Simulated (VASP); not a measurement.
# CuI (zincblende type) (F-43m) in VASP: notebook, part 2 of 2

VASP 6.6.1.

**3. Single point, LDA**

File INCAR:

```
SYSTEM = CuI
ALGO     = Normal         ! electronic algorithm
EDIFF    = 1E-6           ! SCF threshold, eV
ENCUT    = 520            ! plane-wave cutoff, eV
ISIF     = 2              ! what is computed and relaxed
ISMEAR   = -1             ! smearing method
LASPH    = .True.         ! aspherical terms in the spheres
LCHARG   = .True.         ! write CHGCAR
LELF     = .True.         ! ELF
LREAL    = .False.        ! projectors in reciprocal space
LVHAR    = .True.       
LWAVE    = .False.        ! write WAVECAR
NBANDS   = 16             ! bands
NELM     = 60             ! most SCF steps
PREC     = Accurate       ! precision mode
SIGMA    = 0.05           ! smearing width, eV
```

File KPOINTS:

```
k-points
0
Gamma
  12 12 12
  0 0 0
```

File POSCAR:

```
CuI
1.0
    0.0000000000      3.0395164954      3.0395164954
    3.0395164954      0.0000000000      3.0395164954
    3.0395164954      3.0395164954      0.0000000000
Cu I
1 1
Direct
    0.0000000000      0.0000000000      0.0000000000
    0.2500000000      0.2500000000      0.2500000000
```

Potentials or basis: VASP PAW LDA potentials, release 64 (Cu, I).

On the command line:

```sh
$ cat potpaw_LDA.64/Cu/POTCAR potpaw_LDA.64/I/POTCAR > POTCAR
$ mpirun -np 1 vasp_std > vasp.out
```

OUTCAR:

```text
SYSTEM = CuI
   EDIFF = 1E-6
   ENCUT = 520
   ISIF = 2
   ISMEAR = -1
   LASPH = .True.
   LREAL = .False.
   NELM = 60
   PREC = Accurate

 ion  position               nearest neighbor table
   1  0.000  0.000  0.000-   2 2.63   2 2.63   2 2.63   2 2.63
   2  0.250  0.250  0.250-   1 2.63   1 2.63   1 2.63   1 2.63

  LATTYP: Found a face centered cubic cell.
 ALAT       =     6.0790329908

  Lattice vectors:

 A1 = (   0.0000000000,   3.0395164954,   3.0395164954)
 A2 = (   3.0395164954,   0.0000000000,   3.0395164954)
 A3 = (   3.0395164954,   3.0395164954,   0.0000000000)

Analysis of symmetry for initial positions (statically):
=====================================================================
 Subroutine PRICEL returns:
 Original cell was already a primitive cell.

 Routine SETGRP: Setting up the symmetry group for a
 face centered cubic supercell.

 Subroutine GETGRP returns: Found 24 space group operations
 (whereof 24 operations were pure point group operations)
 out of a pool of 48 trial point group operations.

The static configuration has the point symmetry T_d .

Analysis of symmetry for dynamics (positions and initial velocities):
=====================================================================
 Subroutine PRICEL returns:
 Original cell was already a primitive cell.

 Routine SETGRP: Setting up the symmetry group for a
 face centered cubic supercell.

 Subroutine GETGRP returns: Found 24 space group operations
 (whereof 24 operations were pure point group operations)
 out of a pool of 48 trial point group operations.

The dynamic configuration has the point symmetry T_d .

 Subroutine INISYM returns: Found 24 space group operations
 (whereof 24 operations are pure point group operations),
 and found     1 'primitive' translations

----------------------------------------------------------------------------------------

                                     Primitive cell

  volume of cell :      56.1621

[... 102 lines left out ...]
   EFERMI =   0.00;   METHOD = LEGACY
   ISMEAR =    -1;   SIGMA  =   0.05  broadening in eV -4-tet -1-fermi 0-gaus
   EFERMI_NEDOS =   21; number of points for ismear=-14 and -15
   IALGO  =     38    algorithm
   IMIX   =      4    mixing-type and parameters
     AMIX     =   0.40;   BMIX     =  1.00
     AMIX_MAG =   1.60;   BMIX_MAG =  1.00
  volume/ion in A,a.u.               =      28.08       189.50
  Fermi-wavevector in a.u.,A,eV,Ry     =   1.120343  2.117142 17.077616  1.255169
  Thomas-Fermi vector in A             =   2.256989
   LORBIT       =      0    0 simple, 1 ext, 2 COOP (PROOUT), +10 PAW based schemes
   GGA     = CA    functional components
   LHFCALC =     F    Hartree Fock is set to
   AEXX    =    0.0000 exact exchange contribution
   IVDW    =     0    specifies the selected vdW correction
   LEPSILON=     F    determine dielectric tensor
   LRPA    =     F    only Hartree local field effects (RPA)
 non-spin polarized calculation
  energy-cutoff  :      520.00
  volume of cell :       56.16
 maximum number of plane-waves:      1540
   NGX = 15   NGY = 15   NGZ = 15

 number of electron      18.0000011 magnetization

 Free energy of the ion-electron system (eV)
  ---------------------------------------------------
  ext. energy  EPLUGINS =         0.00000000
  ---------------------------------------------------
  free energy    TOTEN  =        -6.90653027 eV

  energy without entropy =       -6.90652999  energy(sigma->0) =       -6.90653013

 E-fermi :   4.6306     XC(G=0):  -9.2742

 val. band max:        4.0777349506   @ k =   0.0000   0.0000   0.0000
 cond. band min:       5.0548462401   @ k =   0.0000   0.0000   0.0000
 fundamental gap:      0.9771112895
 Fermi energy:         4.6306158280

 k-point     1 :       0.0000    0.0000    0.0000
  band No.  band energies     occupation
      1      -9.8627      2.00000
      2       0.4882      2.00000
      3       0.4882      2.00000
      4       0.4882      2.00000
      5       2.1918      2.00000
      6       2.1918      2.00000
[... 433 lines left out ...]
      3       0.1360      2.00000
      4       0.5134      2.00000
      5       2.1572      2.00000
      6       2.1984      2.00000
[... 8 lines left out ...]
     15      13.8939      0.00000
     16      14.5539      0.00000

 [... further k-points ...]
[... 5 lines left out ...]
  --------------------------------------------------------------------------------------
  -------------------------------------------------------------------------------------
  Total       -1.5893954     -1.5893954     -1.5893954      0.0000000      0.0000000      0.0000000
  in kB      -45.3418287    -45.3418287    -45.3418287      0.0000000      0.0000000      0.0000000
  external PRESSURE =     -45.3418287 kB  Pullay stress =       0.0000000 kB

 VOLUME and BASIS-vectors are now :
 -----------------------------------------------------------------------------
  energy-cutoff  :      520.00
  volume of cell :       56.16
      direct lattice vectors                 reciprocal lattice vectors
     0.000000000  3.039516495  3.039516495    -0.164499848  0.164499848  0.164499848
     3.039516495  0.000000000  3.039516495     0.164499848 -0.164499848  0.164499848
     3.039516495  3.039516495  0.000000000     0.164499848  0.164499848 -0.164499848

 POSITION                                       TOTAL-FORCE (eV/Angst)
 -----------------------------------------------------------------------------------
      0.00000      0.00000      0.00000         0.000000      0.000000     -0.000000
      1.51976      1.51976      1.51976        -0.000000     -0.000000      0.000000
 -----------------------------------------------------------------------------------
    total drift:                                0.000001      0.000001      0.000001

  FREE ENERGIE OF THE ION-ELECTRON SYSTEM (eV)
  ---------------------------------------------------
  free  energy   TOTEN  =        -6.9065302689 eV

  energy  without entropy=       -6.9065299949  energy(sigma->0) =       -6.90653013
```

stdout:

```text
POSCAR found type information on POSCAR CuI
 POSCAR found :  2 types and       2 ions
 scaLAPACK will be used
 LDA part: xc-table for (Slater(with rela. corr.)+CA(PZ))
 , standard interpolation
 POSCAR, INCAR and KPOINTS ok, starting setup
 FFT: planning ... GRIDC
 FFT: planning ... GRID_SOFT
 FFT: planning ... GRID
 WAVECAR not read
 entering main loop
```

It took 67 s on 1 thread of Oxide Virtual Turin-like, shared host; peak memory 0.17 GiB.

What came out:

```
Free energy            : -6.9065 eV
Pressure               : -4.5 GPa
Band gap on the k mesh : 0.98 eV
```

Caveat: the cell stands under tension; spin-orbit coupling is left out, which moves the levels of the heavy elements. A k mesh can miss the band edges.

**4. Single point, PBE**

File INCAR:

```
SYSTEM = CuI
PREC = Accurate ; ENCUT = 520
EDIFF = 1E-7 ; ISMEAR = -1
SIGMA = 0.05 ; LREAL = .FALSE.
LASPH = .TRUE. ; NELM = 80
ALGO = Normal ; ISIF = 2
LWAVE = .FALSE. ; LCHARG = .TRUE.
GGA = PE ; LELF = .TRUE.
LVHAR = .TRUE. ; NBANDS = 16
```

File KPOINTS:

```
Automatic mesh
0
G
  12 12 12
  0 0 0
```

POSCAR is that of step 3.

Potentials or basis: VASP PAW PBE potentials, release 64 (Cu, I).

On the command line:

```sh
$ cat potpaw_PBE.64/Cu/POTCAR potpaw_PBE.64/I/POTCAR > POTCAR
$ mpirun -np 1 vasp_std > vasp.out
```

Run time: 98 s. Hardware: 1 thread of Oxide Virtual Turin-like, shared host; peak memory 0.19 GiB.

The run converged. Its results:

```
Free energy            : -5.5629 eV
Pressure               : 0.0 GPa
Band gap on the k mesh : 1.12 eV
```

Levels at points of the mesh, in eV from the valence-band top:
```csv
k point,band 6,band 7,band 8,band 9,band 10,band 11,band 12,band 13
"(0.00, 0.00, 0.00)",-1.82,0.00,0.00,0.00,1.12,4.88,4.88,4.88
"(0.50, 0.00, 0.00)",-1.79,-1.75,-0.70,-0.70,2.15,5.41,5.41,7.39
"(0.50, 0.50, 0.00)",-1.76,-1.73,-1.47,-1.47,2.73,2.91,9.14,9.72
```

Caveat: spin-orbit coupling is left out, which moves the levels of the heavy elements.

**5. Single point, PBE, non-collinear spin, zero start, spin-orbit coupling**

File INCAR:

```
SYSTEM = CuI
PREC     = Accurate       ! precision mode
ENCUT    = 520            ! plane-wave cutoff, eV
EDIFF    = 1E-6           ! SCF threshold, eV
ISMEAR   = -1             ! smearing method
SIGMA    = 0.05           ! smearing width, eV
LREAL    = .FALSE.        ! projectors in reciprocal space
LASPH    = .TRUE.         ! aspherical terms in the spheres
NELM     = 150            ! most SCF steps
ALGO     = Normal         ! electronic algorithm
ISIF     = 2              ! what is computed and relaxed
LWAVE    = .FALSE.        ! write WAVECAR
LCHARG   = .FALSE.        ! write CHGCAR
MAGMOM   = 0 0 0 0 0 0    ! initial moments
LORBIT   = 11             ! projections on sites
LSORBIT  = .TRUE.         ! spin-orbit coupling
GGA_COMPAT= .FALSE.      
LORBMOM  = .TRUE.       
LMAXMIX  = 4              ! l up to which the mixer works
GGA      = PE             ! functional
NBANDS   = 30             ! bands
```

File KPOINTS:

```
regular mesh
0
G
  12 12 12
  0 0 0
```

POSCAR is that of step 4.

On the command line:

```sh
$ cat potpaw_PBE.64/Cu/POTCAR potpaw_PBE.64/I/POTCAR > POTCAR
$ mpirun -np 1 vasp_ncl > vasp.out
```

It took 5.9 min on 1 thread of Oxide Virtual Turin-like, shared host; peak memory 0.46 GiB.

The run converged. Its results:

```yaml
Free_energy: -5.6935 eV
Pressure: 0.4 GPa
Net_moment: 0.00 μB per cell
Valence_electrons_inside_the_program's_atomic_spheres: Cu 9.92; I 4.30
```

Moments on the atoms (μB; x, y, z):
```
Cu  0.00 0.00 0.00
I   0.00 0.00 0.00
```

**6. The runs side by side**

| level | potentials or basis | spin | gap on the mesh (eV) | pressure (GPa) |
| --- | --- | --- | --- | --- |
| PBE | VASP PAW PBE potentials, release 64 (Cu, I) | off | 1.12 | 0.0 |
| LDA | VASP PAW LDA potentials, release 64 (Cu, I) | off | 0.98 | -4.5 |
| PBE | VASP PAW PBE potentials, release 64 (Cu, I) | non-collinear, zero start, SOC | - | 0.4 |

Alike in all rows: task single point; cell as given; k mesh 12 × 12 × 12; cutoff (eV) 520; smearing fermi-dirac 0.05 eV.

Caveats: spin-orbit coupling is left out, which moves the levels of the heavy elements (at least some runs); the cell stands under tension (at least some runs).

Total energies depend on the potentials used, so only differences within one code and one set of settings carry meaning.
